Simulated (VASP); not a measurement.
# CoPdO2 (R-3m) in VASP: single point with PBE+D4+U

Aim: the single point of CoPdO2 with PBE+D4+U.

All numbers are computed with VASP 6.6.1; they aren't measurements. Logs are shortened: lines on timing, memory, paths and dates and some standing lists are left out, and cuts for length are marked.

### Step 1. The cell of the first run

The structure is trigonal, space group R-3m (No. 166). Conventional cell: a = 2.863 Å, b = 2.863 Å, c = 17.873 Å, α = 90.00°, β = 90.00°, γ = 120.00°. Within 2.5 Å of Co (site symmetry -3m) lie 6 O at 1.92 Å. Pd (site symmetry -3m) has 2 O at 2.01 Å within 2.7 Å. Within 2.6 Å of O (site symmetry 3m) lie 3 Co at 1.92 Å and 1 Pd at 2.01 Å and 3 O at 2.55 Å.

### Step 2. Single point, PBE+D4+U, collinear spin, ferromagnetic start

Input file INCAR:

```
PREC = Accurate ; ENCUT = 600
EDIFF = 1E-6 ; ISMEAR = -1
SIGMA = 0.15 ; LREAL = False
LASPH = True ; NELM = 200
ALGO = Normal ; ISIF = 2
LWAVE = False ; LCHARG = False
ISPIN = 2 ; MAGMOM = 1.8 0 0 0
LORBIT = 11 ; LMAXMIX = 4
LDAU = True ; LDAUTYPE = 2
LDAUL = 2 -1 -1 ; LDAUU = 2 0 0
LDAUJ = 0 0 0 ; LDAUPRINT = 1
GGA = PE ; IVDW = 13
NBANDS = 28 ; GGA_COMPAT = False
```

Input file KPOINTS:

```
regular mesh
0
Gamma
  12 12 12
```

Input file POSCAR:

```
CoPdO2
1.0
    1.4316899050      0.8265865520      5.9577715767
   -1.4316899050      0.8265865520      5.9577715767
    0.0000000000     -1.6531731041      5.9577715767
Co Pd O
1 1 2
Direct
    0.5000000000      0.5000000000      0.5000000000
    0.0000000000      0.0000000000      0.0000000000
    0.8875239967      0.8875239967      0.8875239967
    0.1124760033      0.1124760033      0.1124760033
```

Potentials or basis: VASP PAW PBE potentials, release 64 (Co, Pd, O).

Command:

```console
$ cat potpaw_PBE.64/Co/POTCAR potpaw_PBE.64/Pd/POTCAR potpaw_PBE.64/O/POTCAR > POTCAR
$ mpirun -np 1 vasp_std > vasp.out
```

OUTCAR:

```text
PREC = Accurate
   ENCUT = 600
   EDIFF = 1E-6
   ISMEAR = -1
   LREAL = False
   LASPH = True
   NELM = 200
   ISIF = 2
   ISPIN = 2
   LORBIT = 11
   GGA = PE
   IVDW = 13

 ion  position               nearest neighbor table
   1  0.500  0.500  0.500-   4 1.92   3 1.92   4 1.92   4 1.92   3 1.92   3 1.92
   2  0.000  0.000  0.000-   3 2.01   4 2.01
   3  0.888  0.888  0.888-   1 1.92   1 1.92   1 1.92   2 2.01
   4  0.112  0.112  0.112-   1 1.92   1 1.92   1 1.92   2 2.01

  LATTYP: Found a trigonal (rhomboedric) cell.
 ALAT       =     6.1828814862
 COS(alpha) =     0.8927626491

  Lattice vectors:

 A1 = (   1.4316899050,   0.8265865520,   5.9577715767)
 A2 = (  -1.4316899050,   0.8265865520,   5.9577715767)
 A3 = (   0.0000000000,  -1.6531731041,   5.9577715767)

Analysis of symmetry for initial positions (statically):
=====================================================================
 Subroutine PRICEL returns:
 Original cell was already a primitive cell.

 Routine SETGRP: Setting up the symmetry group for a
 trigonal (rhombohedral) supercell.

 Subroutine GETGRP returns: Found 12 space group operations
 (whereof 12 operations were pure point group operations)
 out of a pool of 12 trial point group operations.

The static configuration has the point symmetry D_3d.

Analysis of symmetry for dynamics (positions and initial velocities):
=====================================================================
 Subroutine PRICEL returns:
 Original cell was already a primitive cell.

 Routine SETGRP: Setting up the symmetry group for a
 trigonal (rhombohedral) supercell.

 Subroutine GETGRP returns: Found 12 space group operations
 (whereof 12 operations were pure point group operations)
 out of a pool of 12 trial point group operations.

The dynamic configuration has the point symmetry D_3d.

Analysis of structural, dynamic, and magnetic symmetry:
=====================================================================
 Subroutine PRICEL returns:
 Original cell was already a primitive cell.

 Routine SETGRP: Setting up the symmetry group for a
 trigonal (rhombohedral) supercell.

 Subroutine GETGRP returns: Found 12 space group operations
 (whereof 12 operations were pure point group operations)
 out of a pool of 12 trial point group operations.

The overall configuration has the point symmetry D_3d.

 Subroutine INISYM returns: Found 12 space group operations
 (whereof 12 operations are pure point group operations),
 and found     1 'primitive' translations

----------------------------------------------------------------------------------------

                                     Primitive cell

  volume of cell :      42.3031

  direct lattice vectors                    reciprocal lattice vectors
     1.431689905  0.826586552  5.957771577     0.349237637  0.201632444  0.055949331
    -1.431689905  0.826586552  5.957771577    -0.349237637  0.201632444  0.055949331
     0.000000000 -1.653173104  5.957771577     0.000000000 -0.403264888  0.055949331

  length of vectors
     6.182881486  6.182881486  6.182881486     0.407127618  0.407127618  0.407127618

  position of ions in fractional coordinates (direct lattice)
     0.500000000  0.500000000  0.500000000
     0.000000000  0.000000000  0.000000000
     0.887523997  0.887523997  0.887523997
     0.112476003  0.112476003  0.112476003

  ion indices of the primitive-cell ions
   primitive index   ion index
                 1           1
                 2           2
                 3           3
                 4           4

----------------------------------------------------------------------------------------

 KPOINTS: regular mesh

[... 79 lines left out ...]
   NUPDOWN=      -1.0000    fix difference up-down
   EMIN   =  10.00;   EMAX   =-10.00  energy-range for DOS
   EFERMI =   0.00;   METHOD = LEGACY
   ISMEAR =    -1;   SIGMA  =   0.15  broadening in eV -4-tet -1-fermi 0-gaus
   EFERMI_NEDOS =   21; number of points for ismear=-14 and -15
   IALGO  =     38    algorithm
   IMIX   =      4    mixing-type and parameters
     AMIX     =   0.40;   BMIX     =  1.00
     AMIX_MAG =   1.60;   BMIX_MAG =  1.00
  volume/ion in A,a.u.               =      10.58        71.37
  Fermi-wavevector in a.u.,A,eV,Ry     =   1.475949  2.789139 29.639266  2.178425
  Thomas-Fermi vector in A             =   2.590535
   LORBIT       =     11    0 simple, 1 ext, 2 COOP (PROOUT), +10 PAW based schemes
 LDA+U is selected, type is set to LDAUTYPE =  2
   angular momentum for each species LDAUL =     2   -1   -1
   U (eV)           for each species LDAUU =   2.0  0.0  0.0
   J (eV)           for each species LDAUJ =   0.0  0.0  0.0
   GGA     = PE    functional components
   LHFCALC =     F    Hartree Fock is set to
   AEXX    =    0.0000 exact exchange contribution
   IVDW    =    13    specifies the selected vdW correction
   LEPSILON=     F    determine dielectric tensor
   LRPA    =     F    only Hartree local field effects (RPA)
 spin polarized calculation
  energy-cutoff  :      600.00
  volume of cell :       42.30
 maximum number of plane-waves:      1436
 NGX is ok and might be reduce to    50
   NGX = 25   NGY = 25   NGZ = 25

 number of electron      30.9999999 magnetization      -0.0001571

atom =   1  type =  1  l = 2

 onsite density matrix

spin component  1

  0.7704 -0.0000 -0.0000  0.2561  0.0000
 -0.0000  0.5908 -0.0000 -0.0000  0.2561
 -0.0000 -0.0000  0.9566 -0.0000 -0.0000
  0.2561 -0.0000 -0.0000  0.5908 -0.0000
  0.0000  0.2561 -0.0000 -0.0000  0.7704

spin component  2

  0.7705 -0.0000 -0.0000  0.2558  0.0000
 -0.0000  0.5910 -0.0000 -0.0000  0.2558
 -0.0000 -0.0000  0.9563 -0.0000 -0.0000
  0.2558 -0.0000 -0.0000  0.5910 -0.0000
  0.0000  0.2558 -0.0000 -0.0000  0.7705

 occupancies and eigenvectors

  o =  0.4092  v =  0.0000 -0.8157  0.0000  0.0000  0.5784  0.0000  0.0000  0.0000  0.0000  0.0000      0.0000  0.0000  0.0000  0.0000  0.0000  0.0000  0.0000  0.0000  0.0000  0.0000
  o =  0.4092  v =  0.5784  0.0000  0.0000 -0.8157 -0.0000  0.0000  0.0000  0.0000  0.0000  0.0000      0.0000  0.0000  0.0000  0.0000  0.0000  0.0000  0.0000  0.0000  0.0000  0.0000
  o =  0.4097  v =  0.0000  0.0000  0.0000  0.0000  0.0000  0.0000  0.8158 -0.0000  0.0000 -0.5784      0.0000  0.0000  0.0000  0.0000  0.0000  0.0000  0.0000  0.0000  0.0000  0.0000
  o =  0.4097  v =  0.0000  0.0000  0.0000  0.0000  0.0000  0.5784  0.0000  0.0000 -0.8158 -0.0000      0.0000  0.0000  0.0000  0.0000  0.0000  0.0000  0.0000  0.0000  0.0000  0.0000
  o =  0.9518  v =  0.0000  0.0000  0.0000  0.0000  0.0000  0.0000 -0.5784 -0.0000  0.0000 -0.8158      0.0000  0.0000  0.0000  0.0000  0.0000  0.0000  0.0000  0.0000  0.0000  0.0000
  o =  0.9518  v =  0.0000  0.0000  0.0000  0.0000  0.0000 -0.8158  0.0000  0.0000 -0.5784 -0.0000      0.0000  0.0000  0.0000  0.0000  0.0000  0.0000  0.0000  0.0000  0.0000  0.0000
  o =  0.9520  v =  0.0000  0.5784  0.0000  0.0000  0.8157  0.0000  0.0000  0.0000  0.0000  0.0000      0.0000  0.0000  0.0000  0.0000  0.0000  0.0000  0.0000  0.0000  0.0000  0.0000
  o =  0.9520  v = -0.8157  0.0000  0.0000 -0.5784 -0.0000  0.0000  0.0000  0.0000  0.0000  0.0000      0.0000  0.0000  0.0000  0.0000  0.0000  0.0000  0.0000  0.0000  0.0000  0.0000
  o =  0.9563  v =  0.0000  0.0000  0.0000  0.0000  0.0000  0.0000 -0.0000  1.0000  0.0000 -0.0000      0.0000  0.0000  0.0000  0.0000  0.0000  0.0000  0.0000  0.0000  0.0000  0.0000
  o =  0.9566  v =  0.0000 -0.0000  1.0000  0.0000 -0.0000  0.0000  0.0000  0.0000  0.0000  0.0000      0.0000  0.0000  0.0000  0.0000  0.0000  0.0000  0.0000  0.0000  0.0000  0.0000

 number of electron      30.9999999 magnetization       0.0001145

 Free energy of the ion-electron system (eV)
  ---------------------------------------------------
  ext. energy  EPLUGINS =         0.00000000
  ---------------------------------------------------
  free energy    TOTEN  =       -24.34204981 eV

  energy without entropy =      -24.27059593  energy(sigma->0) =      -24.30632287

 E-fermi :   7.3509     XC(G=0): -12.3022

 val. band max:        6.9707415394   @ k =   0.5000   0.5000   0.0000
 cond. band min:       7.3762121483   @ k =  -0.1667   0.2500   0.1667
 fundamental gap:      0.4054706088
 Fermi energy:         7.3508827878

 spin component 1

 k-point     1 :       0.0000    0.0000    0.0000
  band No.  band energies     occupation
      1     -13.2129      1.00000
      2     -11.3987      1.00000
      3      -0.9433      1.00000
      4       1.6166      1.00000
      5       1.6166      1.00000
      6       2.4340      1.00000
[... 1433 lines left out ...]
     26      23.6019      0.00000
     27      25.2188      0.00000

 [... further k-points ...]

 [bands above 27 left out]

------------------------ aborting loop because EDIFF is reached ----------------------------------------

  DFT-D4 for vdW energy calculation

  Edisp (eV):   -1.19103

  FORCE on cell =-STRESS in cart. coord.  units (eV):
  Direction    XX          YY          ZZ          XY          YZ          ZX
  --------------------------------------------------------------------------------------
  -------------------------------------------------------------------------------------
  Total      -1.39604    -1.39604    -1.33627    -0.00000     0.00000     0.00000
  in kB     -52.87321   -52.87321   -50.60946    -0.00000     0.00000     0.00000
  external pressure =      -52.12 kB  Pullay stress =        0.00 kB

 VOLUME and BASIS-vectors are now :
 -----------------------------------------------------------------------------
  energy-cutoff  :      600.00
  volume of cell :       42.30
      direct lattice vectors                 reciprocal lattice vectors
     1.431689905  0.826586552  5.957771577     0.349237637  0.201632444  0.055949331
    -1.431689905  0.826586552  5.957771577    -0.349237637  0.201632444  0.055949331
     0.000000000 -1.653173104  5.957771577     0.000000000 -0.403264888  0.055949331

 POSITION                                       TOTAL-FORCE (eV/Angst)
 -----------------------------------------------------------------------------------
      0.00000     -0.00000      8.93666         0.000000     -0.000000      0.000000
      0.00000      0.00000      0.00000        -0.000000     -0.000000      0.000000
      0.00000     -0.00000     15.86300         0.000000      0.000000     -0.042274
      0.00000     -0.00000      2.01032         0.000000     -0.000000      0.042274
 -----------------------------------------------------------------------------------
    total drift:                               -0.000000     -0.000000     -0.000000

  FREE ENERGIE OF THE ION-ELECTRON SYSTEM (eV)
  ---------------------------------------------------
  free  energy   TOTEN  =       -25.5330806390 eV

  energy  without entropy=      -25.4616267539  energy(sigma->0) =      -25.49735370

 total charge

# of ion       s       p       d       tot
------------------------------------------
    1        0.419   0.635   7.324   8.378
    2        0.464   0.446   8.434   9.344
    3        1.555   3.439   0.000   4.993
    4        1.555   3.439   0.000   4.993
--------------------------------------------------
tot          3.992   7.959  15.758  27.709

 magnetization (x)

# of ion       s       p       d       tot
------------------------------------------
    1       -0.000  -0.000  -0.000  -0.000
    2       -0.000   0.000   0.000   0.000
    3       -0.000   0.000   0.000   0.000
    4       -0.000   0.000   0.000   0.000
--------------------------------------------------
tot         -0.000   0.000  -0.000  -0.000
```

Run time: 22 min. Hardware: 1 thread of Intel Xeon 6975P-C (Granite Rapids), shared host; peak memory 0.75 GiB.

What came out:

* Free energy: -25.5331 eV
* Pressure: -5.2 GPa
* Largest force: 0.042 eV/Å
* Net moment: 0.00 μB per cell
* Valence electrons inside the program's atomic spheres: Co 8.38; Pd 9.34; O 4.99
* Dispersion energy per atom: -0.298 eV

Forces on the atoms (eV/Å):
```
Co   0.000  0.000  0.000
Pd   0.000  0.000  0.000
O    0.000  0.000 -0.042
O    0.000  0.000  0.042
```

Eigenvalues of the final occupation matrices:
```
    site  spin  trace               eigenvalues
site 1 d     1   3.68  0.41 0.41 0.95 0.95 0.96
site 1 d     2   3.68  0.41 0.41 0.95 0.95 0.96
```

Caveat: the cell stands under tension. The state reached can hang on the start; a lower one may exist.
